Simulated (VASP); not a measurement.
Here is a VASP 6.6.1 calculation.

Contents of INCAR:

```
PREC = Accurate
ENCUT = 600
EDIFF = 1E-7
ISMEAR = 0
SIGMA = 0.1
LREAL = False
LASPH = True
NELM = 60
ALGO = Fast
ISIF = 3
LWAVE = False
LCHARG = False
GGA = PE
IBRION = 2
NSW = 100
EDIFFG = -0.01
```

KPOINTS

```
Automatic mesh
0
Gamma
  6 6 6
```

File POSCAR:

```
MgZn6
1.0
    6.1199532672      0.0000000000      0.0000000000
    0.0000000000      6.1199532672      0.0000000000
    0.0000000000      0.0000000000      6.1199532672
Mg Zn
1 6
Direct
    0.0000000000      0.0000000000      0.0000000000
    0.1939633561      0.5000000000      0.5000000000
    0.5000000000      0.1939633561      0.5000000000
    0.8060366439      0.5000000000      0.5000000000
    0.5000000000      0.8060366439      0.5000000000
    0.5000000000      0.5000000000      0.1939633561
    0.5000000000      0.5000000000      0.8060366439
```

Potentials or basis: VASP PAW PBE potentials, release 64 (Mg, Zn).

Run with:

```sh
$ cat potpaw_PBE.64/Mg/POTCAR potpaw_PBE.64/Zn/POTCAR > POTCAR
$ mpirun -np 1 vasp_std > vasp.out
```

Problem. Estimate the space group after relaxing (to 0.1 Å).

Solution. Pm-3m (No. 221).

Problem. Estimate the relaxed cell.

Solution. a = 6.063 Å, b = 6.063 Å, c = 6.063 Å, α = 90.00°, β = 90.00°, γ = 90.00°.

Problem. Predict the band gap on the k mesh.

Solution. Zero (bands 37 and 38 overlap by 1.62 eV).

Problem. What does it give for the relaxed volume?

Solution. 31.84 Å³/atom.

Final structure:
```cif
data_structure
_symmetry_space_group_name_H-M 'P 1'
_symmetry_Int_Tables_number 1
_cell_length_a 6.0633
_cell_length_b 6.0633
_cell_length_c 6.0633
_cell_angle_alpha 90.000
_cell_angle_beta 90.000
_cell_angle_gamma 90.000
_cell_volume 222.91
loop_
_atom_site_label
_atom_site_type_symbol
_atom_site_fract_x
_atom_site_fract_y
_atom_site_fract_z
_atom_site_occupancy
Mg1 Mg 0.00000 0.00000 0.00000 1
Zn1 Zn 0.19479 0.50000 0.50000 1
Zn2 Zn 0.50000 0.19479 0.50000 1
Zn3 Zn 0.80521 0.50000 0.50000 1
Zn4 Zn 0.50000 0.80521 0.50000 1
Zn5 Zn 0.50000 0.50000 0.19479 1
Zn6 Zn 0.50000 0.50000 0.80521 1
```
